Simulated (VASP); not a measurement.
Runs of VASP 6.6.1 on Cd. The structure is that of space group Im-3m (No. 229), or close to it. The cells are those of the table. 

```tsv
task	level	spin	cell	k mesh	cutoff (eV)	grid for exact exchange (PRECFOCK)	screening parameter	gap on the mesh (eV)	pressure (GPa)
relaxation of cell and atoms	PBE	off	relaxed from a = 3.038 Å, angles 109.5°, 1 atom	13 × 13 × 13	600	-	-	none	0.0
single point	PBE	off	a = 3.077 Å, angles 109.5°, 1 atom	14 × 14 × 14	520	-	-	none	2.0
single point	PBE	non-collinear, zero start, SOC	a = 3.119 Å, angles 109.5°, 1 atom	12 × 12 × 12	520	-	-	-	0.3
single point	PBE	off	a = 3.034 Å, angles 109.5°, 1 atom	14 × 14 × 14	520	-	-	none	4.3
single point	PBE	off	a = 3.119 Å, angles 109.5°, 1 atom	13 × 13 × 13	520	-	-	none	(a)
single point	PBE	off	a = 2.989 Å, angles 109.5°, 1 atom	14 × 14 × 14	520	-	-	none	7.4
single point	PBE	off	a = 3.160 Å, angles 109.5°, 1 atom	14 × 14 × 14	520	-	-	none	-1.0
single point	HSE06	off	a = 3.119 Å, angles 109.5°, 1 atom	6 × 6 × 6	520	Normal	0.2079 1/Å	none	(b)
```

Alike in all rows: potentials or basis VASP PAW PBE potentials, release 64 (Cd); smearing fermi-dirac 0.1 eV.

Question: Estimate the missing entries.

Answer: (a) 0.2; (b) -0.6.

Caveats: some runs use coarse meshes; the PAW data sets were made with another functional, which shifts forces and pressure a little (some runs).

A k mesh can miss the band edges, and rows without SOC leave out spin-orbit coupling on Cd.

A gap of «none» marks levels without a gap at the run's occupations.
